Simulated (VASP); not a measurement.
# Te (R-3m) in VASP: notebook, part 2 of 2

VASP 6.6.1.

### 4 Single point, PBEsol (shortest bond scaled by 0.76)

INCAR reads:

```
SYSTEM = Te
PREC = Accurate ; ENCUT = 520
EDIFF = 1E-6 ; ISMEAR = -1
SIGMA = 0.05 ; LREAL = .FALSE.
LASPH = .TRUE. ; NELM = 100
ALGO = Normal ; ISIF = 2
LWAVE = .FALSE. ; LCHARG = .FALSE.
GGA = PS ; NBANDS = 13
```

KPOINTS reads:

```
Automatic mesh
0
G
  8 8 8
  0 0 0
```

POSCAR reads:

```
Te
1.0
    0.0000000000      3.3095529740      3.3095529740
    3.3095529740      0.0000000000      3.3095529740
    3.3095529740      3.3095529740      0.0000000000
Te
2
Direct
   -0.2150000000     -0.0950000000     -0.0950000000
    0.2150000000      0.0950000000      0.0950000000
```

Potentials or basis: VASP PAW PBE potentials, release 64 (Te).

The run is started by

```console
cat potpaw_PBE.64/Te/POTCAR > POTCAR
mpirun -np 1 vasp_std > vasp.out
```

OUTCAR:

```text
SYSTEM = Te
   PREC = Accurate
   ENCUT = 520
   EDIFF = 1E-6
   ISMEAR = -1
   LREAL = .FALSE.
   LASPH = .TRUE.
   NELM = 100
   ISIF = 2
   GGA = PS

 ion  position               nearest neighbor table
   1  0.785  0.905  0.905-   2 2.18   2 3.16   2 3.16   2 3.16
   2  0.215  0.095  0.095-   1 2.18   1 3.16   1 3.16   1 3.16

  LATTYP: Found a face centered cubic cell.
 ALAT       =     6.6191059480

  Lattice vectors:

[... 571 lines left out ...]

------------------------ aborting loop because EDIFF is reached ----------------------------------------

  FORCE on cell =-STRESS in cart. coord.  units (eV):
  Direction    XX          YY          ZZ          XY          YZ          ZX
  --------------------------------------------------------------------------------------
  -------------------------------------------------------------------------------------
  Total       11.9490030     11.9490030     11.9490030     -9.8133654      9.8133654     -9.8133654
  in kB      264.0609895    264.0609895    264.0609895   -216.8655400    216.8655400   -216.8655400
  external PRESSURE =     264.0609895 kB  Pullay stress =       0.0000000 kB

 VOLUME and BASIS-vectors are now :
 -----------------------------------------------------------------------------
  energy-cutoff  :      520.00
  volume of cell :       72.50
      direct lattice vectors                 reciprocal lattice vectors
     0.000000000  3.309552974  3.309552974    -0.151077805  0.151077805  0.151077805
     3.309552974  0.000000000  3.309552974     0.151077805 -0.151077805  0.151077805
     3.309552974  3.309552974  0.000000000     0.151077805  0.151077805 -0.151077805

 POSITION                                       TOTAL-FORCE (eV/Angst)
 -----------------------------------------------------------------------------------
      5.99029      5.59314      5.59314        -7.472520      7.472520      7.472520
      0.62882      1.02596      1.02596         7.472520     -7.472520     -7.472520
 -----------------------------------------------------------------------------------
    total drift:                               -0.000000      0.000000     -0.000000

  FREE ENERGIE OF THE ION-ELECTRON SYSTEM (eV)
  ---------------------------------------------------
  free  energy   TOTEN  =        -3.7821160326 eV

  energy  without entropy=       -3.7743603173  energy(sigma->0) =       -3.77823817
```

OSZICAR:

```text
N       E                     dE             d eps       ncg     rms          rms(c)
DAV:   1     0.494428529870E+02    0.49443E+02   -0.43884E+03  1690   0.730E+02
DAV:   2    -0.811141951289E+00   -0.50254E+02   -0.47335E+02  2302   0.116E+02
DAV:   3    -0.383389863623E+01   -0.30228E+01   -0.30024E+01  2173   0.310E+01
DAV:   4    -0.389018805998E+01   -0.56289E-01   -0.56281E-01  2167   0.501E+00
DAV:   5    -0.389125166875E+01   -0.10636E-02   -0.10636E-02  2219   0.643E-01    0.192E+01
DAV:   6    -0.381135372596E+01    0.79898E-01   -0.50747E-02  1840   0.108E+00    0.114E+01
DAV:   7    -0.378258288125E+01    0.28771E-01   -0.80032E-02  1920   0.135E+00    0.651E-01
DAV:   8    -0.378209873006E+01    0.48415E-03   -0.49755E-03  1915   0.411E-01    0.307E-01
DAV:   9    -0.378208390102E+01    0.14829E-04   -0.48393E-04  2075   0.122E-01    0.928E-02
DAV:  10    -0.378210965778E+01   -0.25757E-04   -0.33723E-05  2050   0.340E-02    0.151E-02
DAV:  11    -0.378211354330E+01   -0.38855E-05   -0.33176E-06  2103   0.105E-02    0.124E-02
DAV:  12    -0.378211580467E+01   -0.22614E-05   -0.36629E-06  1825   0.104E-02    0.795E-03
DAV:  13    -0.378211603261E+01   -0.22794E-06   -0.73325E-08  1360   0.162E-03
   1 F= -.37821160E+01 E0= -.37782382E+01  d E =-.775572E-02
```

stdout:

```text
POSCAR found type information on POSCAR Te
 POSCAR found :  1 types and       2 ions
 scaLAPACK will be used
 -----------------------------------------------------------------------------
|                                                                             |
|                                                                             |
|     You enforced a specific xc type in the INCAR file but a different       |
|     I HOPE YOU KNOW WHAT YOU ARE DOING!                                     |
|                                                                             |
 -----------------------------------------------------------------------------

 LDA part: xc-table for (Slater+PW92), standard interpolation
 POSCAR, INCAR and KPOINTS ok, starting setup
 FFT: planning ... GRIDC
 FFT: planning ... GRID_SOFT
 FFT: planning ... GRID
 WAVECAR not read
 entering main loop
```

It took 42 s on 1 thread of Intel Xeon 6975P-C, shared host; peak memory 0.22 GiB.

Results:

```
Free energy            : -3.7821 eV
Pressure               : 26.4 GPa
Largest force          : 12.943 eV/Å
Band gap on the k mesh : zero (band 6 reaches 6.58 eV, above the bottom of band 7 at 3.85 eV)
```

Forces in eV/Å, atoms in the order of the input:
```
Te  -7.473  7.473  7.473
Te   7.473 -7.473 -7.473
```

Caveat: the cell differs from its parent crystal (shortest bond scaled by 0.76); the PAW data sets were made with another functional, which shifts forces and pressure a little; spin-orbit coupling is left out, which moves the levels of the heavy elements.

### 5 Single point, PBEsol (shortest bond scaled by 0.64)

INCAR reads:

```
SYSTEM = Te
ALGO     = Normal         ! electronic algorithm
EDIFF    = 1E-6           ! SCF threshold, eV
ENCUT    = 520            ! plane-wave cutoff, eV
GGA      = PS             ! functional
ISIF     = 2              ! what is computed and relaxed
ISMEAR   = -1             ! smearing method
LASPH    = .TRUE.         ! aspherical terms in the spheres
LCHARG   = .FALSE.        ! write CHGCAR
LREAL    = .FALSE.        ! projectors in reciprocal space
LWAVE    = .FALSE.        ! write WAVECAR
NBANDS   = 13             ! bands
NELM     = 100            ! most SCF steps
PREC     = Accurate       ! precision mode
SIGMA    = 0.05           ! smearing width, eV
```

KPOINTS reads:

```
k-points
0
G
  8 8 8
  0 0 0
```

POSCAR reads:

```
Te
1.0
    0.0000000000      3.3095529740      3.3095529740
    3.3095529740      0.0000000000      3.3095529740
    3.3095529740      3.3095529740      0.0000000000
Te
2
Direct
   -0.2600000000     -0.0800000000     -0.0800000000
    0.2600000000      0.0800000000      0.0800000000
```

The run is started by

```console
cat potpaw_PBE.64/Te/POTCAR > POTCAR
mpirun -np 1 vasp_std > vasp.out
```

Run time: 39 s. Hardware: 1 thread of Intel Xeon 6975P-C, shared host; peak memory 0.23 GiB.

It converged, with:

| Quantity | Value |
| --- | --- |
| Free energy | 6.1905 eV |
| Pressure | 73.4 GPa |
| Largest force | 52.772 eV/Å |
| Band gap on the k mesh | zero (band 6 reaches 7.18 eV, above the bottom of band 7 at 5.04 eV) |

Forces in eV/Å, atoms in the order of the input:
```
Te  -30.468  30.468  30.468
Te   30.468 -30.468 -30.468
```

Stress tensor (GPa, compression positive):
```
 73.36 -71.05 -71.05
-71.05  73.36  71.05
-71.05  71.05  73.36
```

Levels at points of the mesh, in eV from the Fermi level:
```
           k point  band 2  band 3  band 4  band 5  band 6  band 7  band 8  band 9  band 10  band 11
(0.00, 0.00, 0.00)   -7.22   -5.93   -4.87   -4.87   -0.96   -0.96    2.58    3.42     5.18     5.18
(0.50, 0.00, 0.00)  -10.69   -5.76   -5.76   -1.87    1.17    1.17    1.90    4.65     4.65     5.31
(0.00, 0.50, 0.00)   -8.91   -6.07   -5.23   -4.84   -1.74    1.79    3.69    3.89     4.77     7.22
(0.50, 0.50, 0.00)   -9.78   -6.24   -5.56   -4.55   -0.61    2.38    2.73    5.37     6.46     7.50
```

Caveat: the cell differs from its parent crystal (shortest bond scaled by 0.64); the PAW data sets were made with another functional, which shifts forces and pressure a little; spin-orbit coupling is left out, which moves the levels of the heavy elements.

### 6 Single point, PBEsol (shortest bond scaled by 0.64, source ansatz)

INCAR reads:

```
PREC = Accurate
ENCUT = 520
EDIFF = 1E-6
ISMEAR = -1
SIGMA = 0.05
LREAL = F
LASPH = T
NELM = 60
ALGO = Normal
ISIF = 2
LWAVE = F
LCHARG = F
GGA = PS
NBANDS = 13
```

KPOINTS reads:

```
Automatic mesh
0
Gamma
  8 8 8
```

POSCAR is that of step 5.

Potentials or basis: VASP PAW PBE potentials, release 64 (Te).

The run is started by

```console
cat potpaw_PBE.64/Te/POTCAR > POTCAR
mpirun -np 1 vasp_std > vasp.out
```

Run time: 41 s. Hardware: 1 thread of Intel Xeon 6975P-C, shared host; peak memory 0.23 GiB.

Results (log left out):

```yaml
Free_energy: 6.1905 eV
Pressure: 73.4 GPa
Largest_force: 52.772 eV/Å
Band_gap_on_the_k_mesh: zero (band 6 reaches 7.18 eV, above the bottom of band 7 at 5.04 eV)
```

Forces in eV/Å, atoms in the order of the input:
```
Te  -30.468  30.468  30.468
Te   30.468 -30.468 -30.468
```

Stress tensor (GPa, compression positive):
```
 73.36 -71.05 -71.05
-71.05  73.36  71.05
-71.05  71.05  73.36
```

Levels at points of the mesh, in eV from the Fermi level:
| k point | band 4 | band 5 | band 6 | band 7 | band 8 | band 9 |
| --- | --- | --- | --- | --- | --- | --- |
| (0.00, 0.00, 0.00) | -4.87 | -4.87 | -0.96 | -0.96 | 2.58 | 3.42 |
| (0.50, 0.00, 0.00) | -5.76 | -1.87 | 1.17 | 1.17 | 1.90 | 4.65 |
| (0.00, 0.50, 0.00) | -5.23 | -4.84 | -1.74 | 1.79 | 3.69 | 3.89 |
| (0.50, 0.50, 0.00) | -5.56 | -4.55 | -0.61 | 2.38 | 2.73 | 5.37 |

Caveat: the cell differs from its parent crystal (shortest bond scaled by 0.64, source ansatz); the PAW data sets were made with another functional, which shifts forces and pressure a little; spin-orbit coupling is left out, which moves the levels of the heavy elements.
